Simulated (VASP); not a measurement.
Set up this calculation in VASP 6.6.1, as the native input.

```yaml
Task: single point
Functional: PBEsol
Potentials_or_basis: VASP PAW PBE potentials, release 64 (Ni_sv_GW, O)
Cutoff: 700 eV
k_mesh: 11 × 11 × 6
Occupations: fermi-dirac, width 0.05 eV
Spin: collinear spin, ferromagnetic start
Starting_moments: "[1.0, 0.0, 0.0] μB"
Dipole_correction: no
Further_INCAR_settings: ALGO = Normal; EDIFF = 1e-06; NBANDS = 26
```

The structure of NiO2 lies in POSCAR:

```
NiO2
1.0
    2.7987818650      0.0000000000      0.0000000000
   -1.3993909325      2.4238161948      0.0000000000
    0.0000000000      0.0000000000      4.6182730000
Ni O
1 2
Direct
    0.0000000000      0.0000000000      0.5000000000
    0.3333333333      0.6666666667      0.2939610000
    0.6666666667      0.3333333333      0.7060390000
```

The input as run:

INCAR

```
SYSTEM = NiO2
ALGO     = Normal         ! electronic algorithm
EDIFF    = 1E-6           ! SCF threshold, eV
ENCUT    = 700            ! plane-wave cutoff, eV
GGA      = PS             ! functional
GGA_COMPAT= .FALSE.      
ISIF     = 2              ! what is computed and relaxed
ISMEAR   = -1             ! smearing method
ISPIN    = 2              ! spin polarisation
LASPH    = .TRUE.         ! aspherical terms in the spheres
LCHARG   = .TRUE.         ! write CHGCAR
LELF     = .TRUE.         ! ELF
LMAXMIX  = 4              ! l up to which the mixer works
LORBIT   = 11             ! projections on sites
LREAL    = .FALSE.        ! projectors in reciprocal space
LVHAR    = .TRUE.       
LWAVE    = .FALSE.        ! write WAVECAR
MAGMOM   = 1 0 0          ! initial moments
NBANDS   = 26             ! bands
NELM     = 200            ! most SCF steps
PREC     = Accurate       ! precision mode
SIGMA    = 0.05           ! smearing width, eV
```

KPOINTS

```
k-points
0
G
  11 11 6
  0 0 0
```

Potentials or basis: VASP PAW PBE potentials, release 64 (Ni_sv_GW, O).

The run is started by

```console
$ cat potpaw_PBE.64/Ni_sv_GW/POTCAR potpaw_PBE.64/O/POTCAR > POTCAR
$ mpirun -np 1 vasp_std > vasp.out
```

It gave:

```
Pressure                                              : -4.7 GPa
Largest force                                         : 0.436 eV/Å
Band gap on the k mesh                                : 0.88 eV (least direct gap 1.14 eV)
Net moment                                            : 0.00 μB per cell
Valence electrons inside the program's atomic spheres : Ni 16.36; O 4.90
```

Caveat: the cell stands under tension; the moments typed at the start vanished in this run; the PAW data sets were made with another functional, which shifts forces and pressure a little.

It took 2.5 min on 1 thread of Intel(R) Xeon(R) Platinum 8488C (Sapphire Rapids), with other jobs on the host, peak memory 0.31 GiB.
